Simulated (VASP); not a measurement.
# KHf3O2 (P4/mmm) in VASP: a series of runs

The runs below take KHf3O2 through single point, relaxation of cell and atoms, with PBE.

Everything below comes from runs of VASP 6.6.1. Logs are shortened: lines on timing, memory, paths and dates and some standing lists are left out, and cuts for length are marked.

### 1 The cell of the first run

Symmetry: P4/mmm, No. 123, tetragonal system. Conventional cell: a = 3.029 Å, b = 3.029 Å, c = 12.471 Å, α = 90.00°, β = 90.00°, γ = 90.00°. Within 3.7 Å of K (site symmetry 4/mmm) lie 2 O at 2.78 Å and 4 K at 3.03 Å. Within 3.1 Å of Hf (site symmetry 4mm) lie 4 O at 2.21 Å and 5 Hf at 2.91 to 3.03 Å. Hf (site symmetry 4/mmm) has 6 Hf at 2.91 to 3.03 Å within 3.8 Å. O (site symmetry 4mm) has 4 Hf at 2.21 Å and 1 K at 2.78 Å within 2.9 Å.

The cell was built from a structure type or drawn by symmetry, and may not be a known phase.

### 2 Single point, PBE

INCAR reads:

```
SYSTEM = KHf3O2
PREC     = Accurate       ! precision mode
ENCUT    = 520            ! plane-wave cutoff, eV
EDIFF    = 1E-6           ! SCF threshold, eV
ISMEAR   = 0              ! smearing method
SIGMA    = 0.1            ! smearing width, eV
LREAL    = .FALSE.        ! projectors in reciprocal space
LASPH    = .TRUE.         ! aspherical terms in the spheres
NELM     = 100            ! most SCF steps
ALGO     = Normal         ! electronic algorithm
ISIF     = 2              ! what is computed and relaxed
LWAVE    = .FALSE.        ! write WAVECAR
LCHARG   = .FALSE.        ! write CHGCAR
GGA      = PE             ! functional
NBANDS   = 34             ! bands
```

KPOINTS reads:

```
Automatic mesh
0
G
  6 6 2
  0 0 0
```

POSCAR reads:

```
KHf3O2
1.0
    3.0294568339      0.0000000000      0.0000000000
    0.0000000000      3.0294568339      0.0000000000
    0.0000000000      0.0000000000     12.4709333169
K Hf O
1 3 2
Direct
    0.0000000000      0.0000000000      0.0000000000
    0.5000000000      0.5000000000      0.2670432726
    0.5000000000      0.5000000000      0.5000000000
    0.5000000000      0.5000000000      0.7329567274
    0.0000000000      0.0000000000      0.2227777195
    0.0000000000      0.0000000000      0.7772222805
```

Potentials or basis: VASP PAW PBE potentials, release 64 (K_sv, Hf_pv, O).

On the command line:

```
$ cat potpaw_PBE.64/K_sv/POTCAR potpaw_PBE.64/Hf_pv/POTCAR potpaw_PBE.64/O/POTCAR > POTCAR
$ mpirun -np 1 vasp_std > vasp.out
```

OUTCAR:

```text
SYSTEM = KHf3O2
   PREC = Accurate
   ENCUT = 520
   EDIFF = 1E-6
   ISMEAR = 0
   LREAL = .FALSE.
   LASPH = .TRUE.
   NELM = 100
   ISIF = 2
   GGA = PE

 ion  position               nearest neighbor table
   1  0.000  0.000  0.000-   5 2.78   6 2.78
   2  0.500  0.500  0.267-   5 2.21   5 2.21   5 2.21   5 2.21   3 2.91
   3  0.500  0.500  0.500-   2 2.91   4 2.91
   4  0.500  0.500  0.733-   6 2.21   6 2.21   6 2.21   6 2.21   3 2.91
   5  0.000  0.000  0.223-   2 2.21   2 2.21   2 2.21   2 2.21   1 2.78
   6  0.000  0.000  0.777-   4 2.21   4 2.21   4 2.21   4 2.21   1 2.78

  LATTYP: Found a simple tetragonal cell.
 ALAT       =     3.0294568339
 C/A-ratio  =     4.1165575219

  Lattice vectors:

 A1 = (   3.0294568339,   0.0000000000,   0.0000000000)
 A2 = (   0.0000000000,   3.0294568339,   0.0000000000)
 A3 = (   0.0000000000,   0.0000000000,  12.4709333169)

Analysis of symmetry for initial positions (statically):
=====================================================================
 Subroutine PRICEL returns:
 Original cell was already a primitive cell.

 Routine SETGRP: Setting up the symmetry group for a
 simple tetragonal supercell.

 Subroutine GETGRP returns: Found 16 space group operations
 (whereof 16 operations were pure point group operations)
 out of a pool of 16 trial point group operations.

The static configuration has the point symmetry D_4h.

Analysis of symmetry for dynamics (positions and initial velocities):
=====================================================================
 Subroutine PRICEL returns:
 Original cell was already a primitive cell.

 Routine SETGRP: Setting up the symmetry group for a
 simple tetragonal supercell.

 Subroutine GETGRP returns: Found 16 space group operations
 (whereof 16 operations were pure point group operations)
 out of a pool of 16 trial point group operations.

The dynamic configuration has the point symmetry D_4h.

 Subroutine INISYM returns: Found 16 space group operations
 (whereof 16 operations are pure point group operations),
 and found     1 'primitive' translations

----------------------------------------------------------------------------------------

                                     Primitive cell

  volume of cell :     114.4533

  direct lattice vectors                    reciprocal lattice vectors
     3.029456834  0.000000000  0.000000000     0.330092177  0.000000000  0.000000000
     0.000000000  3.029456834  0.000000000     0.000000000  0.330092177  0.000000000
     0.000000000  0.000000000 12.470933317     0.000000000  0.000000000  0.080186460

  length of vectors
     3.029456834  3.029456834 12.470933317     0.330092177  0.330092177  0.080186460

  position of ions in fractional coordinates (direct lattice)
     0.000000000  0.000000000  0.000000000
     0.500000000  0.500000000  0.267043273
     0.500000000  0.500000000  0.500000000
     0.500000000  0.500000000  0.732956727
     0.000000000  0.000000000  0.222777720
     0.000000000  0.000000000  0.777222280

  ion indices of the primitive-cell ions
   primitive index   ion index
                 1           1
                 2           2
                 3           3
                 4           4
                 5           5
                 6           6

----------------------------------------------------------------------------------------

 KPOINTS: Automatic mesh

Automatic generation of k-mesh.
 Grid dimensions read from file:
 generate k-points for:    6    6    2

 Generating k-lattice:

  Cartesian coordinates                     Fractional coordinates (reciprocal lattice)
     0.055015363  0.000000000  0.000000000     0.166666667  0.000000000  0.000000000
     0.000000000  0.055015363  0.000000000     0.000000000  0.166666667  0.000000000
     0.000000000  0.000000000  0.040093230     0.000000000  0.000000000  0.500000000

  Length of vectors
     0.055015363  0.055015363  0.040093230

  Shift w.r.t. Gamma in fractional coordinates (k-lattice)
     0.000000000  0.000000000  0.000000000

[... 43 lines left out ...]
   NGX = 11   NGY = 11   NGZ = 47

 number of electron      51.0000005 magnetization

 Free energy of the ion-electron system (eV)
  ---------------------------------------------------
  ext. energy  EPLUGINS =         0.00000000
  ---------------------------------------------------
  free energy    TOTEN  =       -47.40727827 eV

  energy without entropy =      -47.35958281  energy(sigma->0) =      -47.38343054

 E-fermi :   4.4344     XC(G=0): -10.3411

 val. band max:        4.4195027815   @ k =   0.5000   0.3333   0.5000
 cond. band min:       4.4344419837   @ k =   0.5000   0.1667   0.5000
 fundamental gap:      0.0149392022
 Fermi energy:         4.4343724377

 k-point     1 :       0.0000    0.0000    0.0000
  band No.  band energies     occupation
      1     -28.0116      2.00000
      2     -27.1355      2.00000
      3     -27.0580      2.00000
      4     -26.8021      2.00000
      5     -26.8021      2.00000
      6     -26.8014      2.00000
[... 26 lines left out ...]
     33       7.3759      0.00000
     34       7.4564      0.00000

 k-point     2 :       0.1667    0.0000    0.0000
  band No.  band energies     occupation
      1     -27.9573      2.00000
      2     -27.1203      2.00000
      3     -27.0633      2.00000
      4     -27.0179      2.00000
      5     -26.9988      2.00000
      6     -26.7791      2.00000
[... 26 lines left out ...]
     33       7.5712      0.00000
     34       7.6881      0.00000

 k-point     3 :       0.3333    0.0000    0.0000
  band No.  band energies     occupation
      1     -27.8461      2.00000
      2     -27.4507      2.00000
      3     -27.4504      2.00000
      4     -27.0592      2.00000
      5     -26.9847      2.00000
      6     -26.7326      2.00000
[... 26 lines left out ...]
     33       7.6091      0.00000
     34       7.6433      0.00000
[... 556 lines left out ...]
 k-point    19 :       0.5000    0.3333    0.5000
  band No.  band energies     occupation
      1     -27.6339      2.00000
      2     -27.4670      2.00000
      3     -27.4652      2.00000
      4     -27.2384      2.00000
      5     -27.2375      2.00000
      6     -26.9766      2.00000
[... 26 lines left out ...]
     33       8.1026      0.00000
     34       8.1702      0.00000

 k-point    20 :       0.5000    0.5000    0.5000
  band No.  band energies     occupation
      1     -27.5800      2.00000
      2     -27.4043      2.00000
      3     -27.4043      2.00000
      4     -27.4032      2.00000
      5     -27.4032      2.00000
      6     -26.9571      2.00000
[... 26 lines left out ...]
     33       8.0935      0.00000
     34       8.5952      0.00000

------------------------ aborting loop because EDIFF is reached ----------------------------------------

  FORCE on cell =-STRESS in cart. coord.  units (eV):
  Direction    XX          YY          ZZ          XY          YZ          ZX
  --------------------------------------------------------------------------------------
  -------------------------------------------------------------------------------------
  Total       -0.8760743     -0.8760743     -0.1654559      0.0000000     -0.0000000      0.0000000
  in kB      -12.2637423    -12.2637423     -2.3161372      0.0000000     -0.0000000      0.0000000
  external PRESSURE =      -8.9478739 kB  Pullay stress =       0.0000000 kB

 VOLUME and BASIS-vectors are now :
 -----------------------------------------------------------------------------
  energy-cutoff  :      520.00
  volume of cell :      114.45
      direct lattice vectors                 reciprocal lattice vectors
     3.029456834  0.000000000  0.000000000     0.330092177  0.000000000  0.000000000
     0.000000000  3.029456834  0.000000000     0.000000000  0.330092177  0.000000000
     0.000000000  0.000000000 12.470933317     0.000000000  0.000000000  0.080186460

 POSITION                                       TOTAL-FORCE (eV/Angst)
 -----------------------------------------------------------------------------------
      0.00000      0.00000      0.00000        -0.000000      0.000000      0.000000
      1.51473      1.51473      3.33028        -0.000000      0.000000     -0.084504
      1.51473      1.51473      6.23547        -0.000000      0.000000      0.000000
      1.51473      1.51473      9.14065         0.000000     -0.000000      0.084504
      0.00000      0.00000      2.77825        -0.000000      0.000000      0.090083
      0.00000      0.00000      9.69269        -0.000000      0.000000     -0.090083
 -----------------------------------------------------------------------------------
    total drift:                                0.000000     -0.000000      0.000000

  FREE ENERGIE OF THE ION-ELECTRON SYSTEM (eV)
  ---------------------------------------------------
  free  energy   TOTEN  =       -47.4072782704 eV

  energy  without entropy=      -47.3595828097  energy(sigma->0) =      -47.38343054
```

Wall time 43 s (1 thread of Intel Xeon 6975P-C (Granite Rapids), shared host); peak memory 0.25 GiB.

Results:

```
Free energy            : -47.4073 eV
Pressure               : -0.9 GPa
Largest force          : 0.090 eV/Å
Band gap on the k mesh : zero (an odd number of electrons rules out a gap without spin polarisation)
```

Forces on the atoms (eV/Å):
```
K    0.000  0.000  0.000
Hf   0.000  0.000 -0.085
Hf   0.000  0.000  0.000
Hf   0.000  0.000  0.085
O    0.000  0.000  0.090
O    0.000  0.000 -0.090
```

Stress tensor (GPa, compression positive):
```
-1.23  0.00  0.00
 0.00 -1.23  0.00
 0.00  0.00 -0.23
```

Caveat: spin-orbit coupling is left out, which moves the levels of the heavy elements; an odd number of electrons without spin polarisation forces a metal; a magnetic or distorted state may lie lower.

### 3 Single point, PBE

This run uses another cell than the first one, of 22.76 Å³/atom.

INCAR reads:

```
SYSTEM = KHf3O2
PREC = Accurate ; ENCUT = 520
EDIFF = 1E-7 ; ISMEAR = 0
SIGMA = 0.1 ; LREAL = .FALSE.
LASPH = .TRUE. ; NELM = 60
ALGO = Normal ; ISIF = 2
LWAVE = .FALSE. ; LCHARG = .FALSE.
GGA = PE ; NBANDS = 34
```

KPOINTS reads:

```
regular mesh
0
G
  6 6 2
  0 0 0
```

POSCAR reads:

```
KHf3O2
1.0
    3.5065944800      0.0000000000      0.0000000000
    0.0000000000      3.5065944800      0.0000000000
    0.0000000000      0.0000000000     11.1036794500
K Hf O
1 3 2
Direct
    0.0000000000      0.0000000000      0.0000000000
    0.5000000000      0.5000000000      0.1787200000
    0.5000000000      0.5000000000      0.5000000000
    0.5000000000      0.5000000000      0.8212800000
    0.0000000000      0.0000000000      0.3334420000
    0.0000000000      0.0000000000      0.6665580000
```

Potentials or basis: VASP PAW PBE potentials, release 64 (K_sv, Hf_pv, O).

On the command line:

```
$ cat potpaw_PBE.64/K_sv/POTCAR potpaw_PBE.64/Hf_pv/POTCAR potpaw_PBE.64/O/POTCAR > POTCAR
$ mpirun -np 1 vasp_std > vasp.out
```

It took 71 s on 1 thread of Intel Xeon 6975P-C (Granite Rapids), shared host; peak memory 0.28 GiB.

Results (log left out):

- Free energy: -35.9453 eV
- Pressure: -14.6 GPa
- Largest force: 2.747 eV/Å
- Band gap on the k mesh: zero (an odd number of electrons rules out a gap without spin polarisation)

Forces on the atoms (eV/Å):
```
K    0.000  0.000  0.000
Hf   0.000  0.000  2.747
Hf   0.000  0.000  0.000
Hf   0.000  0.000 -2.747
O    0.000  0.000  0.291
O    0.000  0.000 -0.291
```

Stress tensor (GPa, compression positive):
```
-15.08   0.00   0.00
  0.00 -15.08   0.00
  0.00   0.00 -13.50
```

Levels at points of the mesh, in eV from the Fermi level:
```
           k point  band 24  band 25  band 26  band 27  band 28  band 29
(0.00, 0.00, 0.00)    -1.14    -1.00    -0.76    -0.71    -0.57     0.47
(0.50, 0.00, 0.00)    -0.91    -0.50    -0.03     0.35     1.39     1.61
(0.50, 0.50, 0.00)     0.40     0.40     0.54     0.83     0.91     0.91
(0.00, 0.00, 0.50)    -1.10    -0.89    -0.64    -0.61    -0.52     0.33
(0.50, 0.00, 0.50)    -0.92    -0.53    -0.01     0.55     0.89     0.90
(0.50, 0.50, 0.50)    -0.04     0.24     0.40     0.40     0.89     0.89
```

Caveat: the cell stands under tension; spin-orbit coupling is left out, which moves the levels of the heavy elements; an odd number of electrons without spin polarisation forces a metal; a magnetic or distorted state may lie lower.

### 4 Relaxation of cell and atoms, PBE

This run uses another cell than the first one, of 22.76 Å³/atom.

INCAR reads:

```
SYSTEM = KHf3O2
PREC = Accurate
ENCUT = 600
EDIFF = 1E-7
ISMEAR = 0
SIGMA = 0.1
LREAL = .False.
LASPH = .True.
NELM = 100
ALGO = Normal
ISIF = 3
LWAVE = .False.
LCHARG = .False.
GGA = PE
IBRION = 2
NSW = 90
EDIFFG = -0.04
```

KPOINTS reads:

```
regular mesh
0
Gamma
  6 6 2
  0 0 0
```

POSCAR is that of step 3.

On the command line:

```
$ cat potpaw_PBE.64/K_sv/POTCAR potpaw_PBE.64/Hf_pv/POTCAR potpaw_PBE.64/O/POTCAR > POTCAR
$ mpirun -np 1 vasp_std > vasp.out
```

Run time: 49 min. Hardware: 1 thread of Intel Xeon 6975P-C (Granite Rapids), shared host; peak memory 0.35 GiB.

Results (log left out):

* Free energy: -47.4309 eV
* Relaxed volume: 19.01 Å³/atom
* Relaxed cell: a = 3.023 Å, b = 3.023 Å, c = 12.478 Å, α = 90.00°, β = 90.00°, γ = 90.00°
* Space group after relaxing (to 0.1 Å): P4/mmm (No. 123)
* Pressure after relaxing: -0.1 GPa
* Largest force after relaxing: 0.022 eV/Å
* Band gap on the k mesh: zero (an odd number of electrons rules out a gap without spin polarisation)

Forces in eV/Å, atoms in the order of the input:
```
K    0.000  0.000  0.000
Hf   0.000  0.000  0.015
Hf   0.000  0.000  0.000
Hf   0.000  0.000 -0.015
O    0.000  0.000 -0.022
O    0.000  0.000  0.022
```

Stress tensor (GPa, compression positive):
```
-0.19  0.00  0.00
 0.00 -0.19  0.00
 0.00  0.00  0.00
```

Final structure:
```
K Hf O
1.0
     3.02342    0.00000    0.00000
     0.00000    3.02342    0.00000
     0.00000    0.00000   12.47841
K Hf O
1 3 2
Direct
  0.00000 0.00000 0.00000
  0.50000 0.50000 0.26622
  0.50000 0.50000 0.50000
  0.50000 0.50000 0.73378
  0.00000 0.00000 0.22430
  0.00000 0.00000 0.77570
```

Levels at points of the mesh, in eV from the Fermi level:
| k point | band 23 | band 24 | band 25 | band 26 | band 27 | band 28 | band 29 | band 30 |
| --- | --- | --- | --- | --- | --- | --- | --- | --- |
| (0.00, 0.00, 0.00) | -2.29 | -2.24 | -2.12 | -1.93 | -0.65 | -0.58 | 2.11 | 2.61 |
| (0.50, 0.00, 0.00) | -1.53 | -0.50 | -0.49 | -0.41 | 1.15 | 1.31 | 2.36 | 2.74 |
| (0.50, 0.50, 0.00) | -0.89 | -0.89 | -0.79 | 0.37 | 0.37 | 0.48 | 1.34 | 2.71 |
| (0.00, 0.00, 0.50) | -2.56 | -2.29 | -2.24 | -1.54 | -0.58 | -0.52 | 1.67 | 2.76 |
| (0.50, 0.00, 0.50) | -1.56 | -0.69 | -0.37 | -0.08 | 0.70 | 1.46 | 2.29 | 2.78 |
| (0.50, 0.50, 0.50) | -0.88 | -0.88 | -0.42 | -0.33 | 0.34 | 0.34 | 2.24 | 3.06 |

Caveat: the volume moved by over 15 % at a fixed basis, so the end points are rough; spin-orbit coupling is left out, which moves the levels of the heavy elements; an odd number of electrons without spin polarisation forces a metal; a magnetic or distorted state may lie lower.

### 5 Single point, PBE

This run uses another cell than the first one, of 19.00 Å³/atom.

INCAR reads:

```
SYSTEM = KHf3O2
PREC = Accurate
ENCUT = 520
EDIFF = 1E-6
ISMEAR = 0
SIGMA = 0.1
LREAL = .FALSE.
LASPH = .TRUE.
NELM = 100
ALGO = Normal
ISIF = 2
LWAVE = .FALSE.
LCHARG = .FALSE.
GGA = PE
NBANDS = 34
```

KPOINTS reads:

```
regular mesh
0
G
  12 12 4
  0 0 0
```

POSCAR reads:

```
KHf3O2
1.0
    3.0240653808      0.0000000000      0.0000000000
    0.0000000000      3.0240653808      0.0000000000
    0.0000000000      0.0000000000     12.4649655779
K Hf O
1 3 2
Direct
    0.0000000000      0.0000000000      0.0000000000
    0.5000000000      0.5000000000      0.2689087435
    0.5000000000      0.5000000000      0.5000000000
    0.5000000000      0.5000000000      0.7310912565
    0.0000000000      0.0000000000      0.2208532110
    0.0000000000      0.0000000000      0.7791467890
```

On the command line:

```
$ cat potpaw_PBE.64/K_sv/POTCAR potpaw_PBE.64/Hf_pv/POTCAR potpaw_PBE.64/O/POTCAR > POTCAR
$ mpirun -np 1 vasp_std > vasp.out
```

It took 2.6 min on 1 thread of Intel Xeon 6975P-C (Granite Rapids), shared host; peak memory 0.43 GiB.

The run converged. Its results:

| Item | Value |
| --- | --- |
| Free energy | -47.3771 eV |
| Pressure | -0.9 GPa |
| Largest force | 0.107 eV/Å |
| Band gap on the k mesh | zero (an odd number of electrons rules out a gap without spin polarisation) |

Forces on the atoms (eV/Å):
```
K    0.000  0.000  0.000
Hf   0.000  0.000 -0.076
Hf   0.000  0.000  0.000
Hf   0.000  0.000  0.076
O    0.000  0.000  0.107
O    0.000  0.000 -0.107
```

Stress tensor (GPa, compression positive):
```
-1.21  0.00  0.00
 0.00 -1.21  0.00
 0.00  0.00 -0.33
```

Levels at points of the mesh, in eV from the Fermi level:
```csv
k point,band 23,band 24,band 25,band 26,band 27,band 28
"(0.00, 0.00, 0.00)",-2.16,-2.10,-2.01,-1.86,-0.66,-0.50
"(0.50, 0.00, 0.00)",-1.61,-0.54,-0.47,-0.42,1.08,1.28
"(0.50, 0.50, 0.00)",-0.81,-0.77,-0.77,0.41,0.62,0.62
"(0.00, 0.00, 0.50)",-2.47,-2.15,-2.10,-1.44,-0.55,-0.49
"(0.50, 0.00, 0.50)",-1.65,-0.66,-0.49,0.01,0.70,1.36
"(0.50, 0.50, 0.50)",-0.77,-0.77,-0.41,-0.40,0.59,0.59
```

Caveat: spin-orbit coupling is left out, which moves the levels of the heavy elements; an odd number of electrons without spin polarisation forces a metal; a magnetic or distorted state may lie lower.

### 6 The runs side by side

```csv
task,cell,k mesh,cutoff (eV),gap on the mesh (eV),pressure (GPa),largest force (eV/Å)
single point,"a = 3.029, b = 3.029, c = 12.471 Å, 6 atoms, atomic positions A",6 × 6 × 2,520,none,-0.9,0.09
single point,"a = 3.507, b = 3.507, c = 11.104 Å, 6 atoms, atomic positions B",6 × 6 × 2,520,none,-14.6,2.75
relaxation of cell and atoms,"relaxed from a = 3.507, b = 3.507, c = 11.104 Å, 6 atoms, atomic positions B",6 × 6 × 2,600,none,-0.1,0.02
single point,"a = 3.024, b = 3.024, c = 12.465 Å, 6 atoms, atomic positions C",12 × 12 × 4,520,none,-0.9,0.11
```

Alike in all rows: level PBE; potentials or basis VASP PAW PBE potentials, release 64 (K_sv, Hf_pv, O); no spin polarisation; smearing gaussian 0.1 eV.

Caveats: spin-orbit coupling is left out, which moves the levels of the heavy elements; an odd number of electrons without spin polarisation forces a metal; a magnetic or distorted state may lie lower; the cell stands under tension (at least some runs); the volume moved by over 15 % at a fixed basis, so the end points are rough (at least some runs).

Total energies depend on the potentials used, so only differences within one code and one set of settings carry meaning.
